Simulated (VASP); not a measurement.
InP: phonons with r2SCAN

The system is InP.

```xyz
2
Lattice="2.9269 2.9269 0.0000 -2.9269 2.9269 0.0000 0.0000 2.9269 2.9269" Properties=species:S:1:pos:R:3 pbc="T T T"
In    0.0000    0.0000    0.0000
P     1.4635    4.3904    1.4635
```

```yaml
Program: VASP 6.6.1
Task: phonons
Functional: r2SCAN
Potentials_or_basis: VASP PAW PBE potentials, release 64 (In_d, P)
Cutoff: 520 eV
k_mesh: 8 × 8 × 8
Occupations: gaussian, width 0.01 eV
Spin: no spin polarisation
Dipole_correction: no
Further_INCAR_settings: ALGO = Normal; EDIFF = 1e-08; IBRION = 6; POTIM = 0.015; NSW = 1
```

| Quantity | Value |
| --- | --- |
| Highest phonon frequency at Γ, LO-TO splitting left out | 306 cm⁻¹ |

Phonon frequencies in cm⁻¹ (negative: imaginary):
```tsv
q point	frequencies
(0.000, 0.000, 0.000)	0 0 0 306 306 306
```

Wall time 13 min on 1 thread of Intel Xeon 8259CL (shared host), peak memory 0.27 GiB.

Caveat: the cell stands under pressure or tension, which shifts response properties.
